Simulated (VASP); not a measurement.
# Si (Fddd) in VASP: further runs

The runs below take Si through single point, relaxation of cell and atoms, with PBE.

All numbers are computed with VASP 6.6.1; they aren't measurements. Logs are shortened: lines on timing, memory, paths and dates and some standing lists are left out, and cuts for length are marked.

### Step 1. The cell of the first run

Symmetry: Fddd, No. 70, orthorhombic system. The conventional cell has a = 3.253 Å, b = 6.739 Å, c = 10.869 Å, α = 90.00°, β = 90.00°, γ = 90.00°. Si (site symmetry 2) has 4 Si at 2.19 to 2.25 Å within 2.9 Å.

The cell was built from a structure type or drawn by symmetry, and may not be a known phase.

### Step 2. Single point, PBE

File INCAR:

```
  PREC = Accurate
  ENCUT = 520
  EDIFF = 1E-6
  ISMEAR = 0
  SIGMA = 0.1
  LREAL = False
  LASPH = True
  NELM = 80
  ALGO = Normal
  ISIF = 2
  LWAVE = False
  LCHARG = False
  GGA = PE
  NBANDS = 16
```

File KPOINTS:

```
Automatic mesh
0
Gamma
  6 6 6
```

File POSCAR:

```
Si
1.0
    0.0000000000      3.3697117000      5.4344724100
    1.6263754900      0.0000000000      5.4344724100
    1.6263754900      3.3697117000      0.0000000000
Si
4
Direct
    0.8173305400      0.8173305400      0.1826694600
    0.0673305400      0.0673305400      0.4326694600
    0.1826694600      0.1826694600      0.8173305400
    0.4326694600      0.4326694600      0.0673305400
```

Potentials or basis: VASP PAW PBE potentials, release 64 (Si).

Command:

```sh
> cat potpaw_PBE.64/Si/POTCAR > POTCAR
> mpirun -np 1 vasp_std > vasp.out
```

OUTCAR:

```text
PREC = Accurate
   ENCUT = 520
   EDIFF = 1E-6
   ISMEAR = 0
   LREAL = False
   LASPH = True
   NELM = 80
   ISIF = 2
   GGA = PE

 ion  position               nearest neighbor table
   1  0.817  0.817  0.183-   3 2.19   3 2.19   4 2.25   4 2.25
   2  0.067  0.067  0.433-   4 2.19   4 2.19   3 2.25   3 2.25
   3  0.183  0.183  0.817-   1 2.19   1 2.19   2 2.25   2 2.25
   4  0.433  0.433  0.067-   2 2.19   2 2.19   1 2.25   1 2.25

  LATTYP: Found a face centered orthorhombic cell.
 ALAT       =     3.2527509800
 B/A-ratio  =     2.0719149549
 C/A-ratio  =     3.3414623151

  Lattice vectors:

 A1 = (   0.0000000000,   3.3697117000,   5.4344724100)
 A2 = (   1.6263754900,   0.0000000000,   5.4344724100)
 A3 = (   1.6263754900,   3.3697117000,   0.0000000000)

Analysis of symmetry for initial positions (statically):
=====================================================================
 Subroutine PRICEL returns:
 Original cell was already a primitive cell.

 Routine SETGRP: Setting up the symmetry group for a
 face centered orthorhombic supercell.

 Subroutine GETGRP returns: Found  8 space group operations
 (whereof  4 operations were pure point group operations)
 out of a pool of  8 trial point group operations.

The static configuration has the point symmetry D_2 .
 The point group associated with its full space group is D_2h.

Analysis of symmetry for dynamics (positions and initial velocities):
=====================================================================
 Subroutine PRICEL returns:
 Original cell was already a primitive cell.

 Routine SETGRP: Setting up the symmetry group for a
 face centered orthorhombic supercell.

 Subroutine GETGRP returns: Found  8 space group operations
 (whereof  4 operations were pure point group operations)
 out of a pool of  8 trial point group operations.

The dynamic configuration has the point symmetry D_2 .
 The point group associated with its full space group is D_2h.

 Subroutine INISYM returns: Found  8 space group operations
 (whereof  4 operations are pure point group operations),
 and found     1 'primitive' translations

----------------------------------------------------------------------------------------

                                     Primitive cell

  volume of cell :      59.5663

  direct lattice vectors                    reciprocal lattice vectors
     0.000000000  3.369711700  5.434472410    -0.307432080  0.148380646  0.092005251
     1.626375490  0.000000000  5.434472410     0.307432080 -0.148380646  0.092005251
[... 92 lines left out ...]
   NSW    =      0    number of steps for IOM
   IBRION =     -1    ionic relax: 0-MD 1-quasi-New 2-CG
   NFREE  =      0    steps in history (QN), initial steepest desc. (CG)
   ISIF   =      2    stress and relaxation
   ISYM   =      2    0-nonsym 1-usesym 2-fastsym
   POTIM  = 0.5000    time-step for ionic-motion
   TEBEG  =    0.0;   TEEND  =   0.0 temperature during run
   PSTRESS=    0.0 pullay stress
   NELECT =      16.0000    total number of electrons
   NUPDOWN=      -1.0000    fix difference up-down
   EMIN   =  10.00;   EMAX   =-10.00  energy-range for DOS
   EFERMI =   0.00;   METHOD = LEGACY
   ISMEAR =     0;   SIGMA  =   0.10  broadening in eV -4-tet -1-fermi 0-gaus
   EFERMI_NEDOS =   21; number of points for ismear=-14 and -15
   IALGO  =     38    algorithm
   IMIX   =      4    mixing-type and parameters
     AMIX     =   0.40;   BMIX     =  1.00
     AMIX_MAG =   1.60;   BMIX_MAG =  1.00
  volume/ion in A,a.u.               =      14.89       100.49
  Fermi-wavevector in a.u.,A,eV,Ry     =   1.056285  1.996090 15.180541  1.115738
  Thomas-Fermi vector in A             =   2.191515
   LORBIT       =      0    0 simple, 1 ext, 2 COOP (PROOUT), +10 PAW based schemes
   GGA     = PE    functional components
   LHFCALC =     F    Hartree Fock is set to
   AEXX    =    0.0000 exact exchange contribution
   IVDW    =     0    specifies the selected vdW correction
   LEPSILON=     F    determine dielectric tensor
   LRPA    =     F    only Hartree local field effects (RPA)
 non-spin polarized calculation
 Gauss-broadening in eV      SIGMA  =   0.10
  energy-cutoff  :      520.00
  volume of cell :       59.57
 maximum number of plane-waves:      1626
   NGX = 23   NGY = 21   NGZ = 13

 number of electron      16.0000000 magnetization

 Free energy of the ion-electron system (eV)
  ---------------------------------------------------
  ext. energy  EPLUGINS =         0.00000000
  ---------------------------------------------------
  free energy    TOTEN  =       -19.23295560 eV

  energy without entropy =      -19.23035013  energy(sigma->0) =      -19.23165286

 E-fermi :   9.3104     XC(G=0): -10.7946

 val. band max:        9.2717726946   @ k =   0.0000   0.0000   0.0000
 cond. band min:       9.3684475775   @ k =  -0.3333   0.3333   0.0000
 fundamental gap:      0.0966748829
 Fermi energy:         9.3104420855

 k-point     1 :       0.0000    0.0000    0.0000
  band No.  band energies     occupation
      1      -4.8551      2.00000
      2      -0.2707      2.00000
      3      -0.1822      2.00000
      4       6.2268      2.00000
      5       9.1224      1.99218
      6       9.2718      1.41553
[... 433 lines left out ...]
      3       2.9543      2.00000
      4       5.2842      2.00000
      5       5.3512      2.00000
      6       7.9935      2.00000
[... 8 lines left out ...]
     15      15.5232      0.00000
     16      15.9142      0.00000

 [... further k-points ...]

------------------------ aborting loop because EDIFF is reached ----------------------------------------

  FORCE on cell =-STRESS in cart. coord.  units (eV):
  Direction    XX          YY          ZZ          XY          YZ          ZX
  --------------------------------------------------------------------------------------
  -------------------------------------------------------------------------------------
  Total       17.1845010      8.1417128     11.3869280      0.0000000      0.0000000      0.0000000
  in kB      462.2176856    218.9905681    306.2782845      0.0000000      0.0000000      0.0000000
  external PRESSURE =     329.1621794 kB  Pullay stress =       0.0000000 kB

 VOLUME and BASIS-vectors are now :
 -----------------------------------------------------------------------------
  energy-cutoff  :      520.00
  volume of cell :       59.57
      direct lattice vectors                 reciprocal lattice vectors
     0.000000000  3.369711700  5.434472410    -0.307432080  0.148380646  0.092005251
     1.626375490  0.000000000  5.434472410     0.307432080 -0.148380646  0.092005251
     1.626375490  3.369711700  0.000000000     0.307432080  0.148380646 -0.092005251

 POSITION                                       TOTAL-FORCE (eV/Angst)
 -----------------------------------------------------------------------------------
      1.62638      3.36971      8.88352         0.000000     -0.000000      0.905469
      0.81319      1.68486      0.73181        -0.000000      0.000000      0.905469
      1.62638      3.36971      1.98542         0.000000     -0.000000     -0.905469
      0.81319      1.68486      4.70266        -0.000000      0.000000     -0.905469
 -----------------------------------------------------------------------------------
    total drift:                               -0.000000     -0.000000     -0.000000

  FREE ENERGIE OF THE ION-ELECTRON SYSTEM (eV)
  ---------------------------------------------------
  free  energy   TOTEN  =       -19.2329555972 eV

  energy  without entropy=      -19.2303501306  energy(sigma->0) =      -19.23165286
```

It took 25 s on 1 thread of Intel Xeon Platinum 8559C (Emerald Rapids), shared host; peak memory 0.22 GiB.

What came out:

```yaml
Free_energy: -19.2330 eV
Pressure: 32.9 GPa
Largest_force: 0.905 eV/Å
Band_gap_on_the_k_mesh: zero (bands 8 and 9 overlap by 1.13 eV)
```

Forces on the atoms (eV/Å):
```
Si   0.000  0.000  0.905
Si   0.000  0.000  0.905
Si   0.000  0.000 -0.905
Si   0.000  0.000 -0.905
```

Caveat: the k points lie up to 0.37 Å⁻¹ apart, too coarse for converged energies and pressures of a metal.

(Part 1 of 2 ends here.)
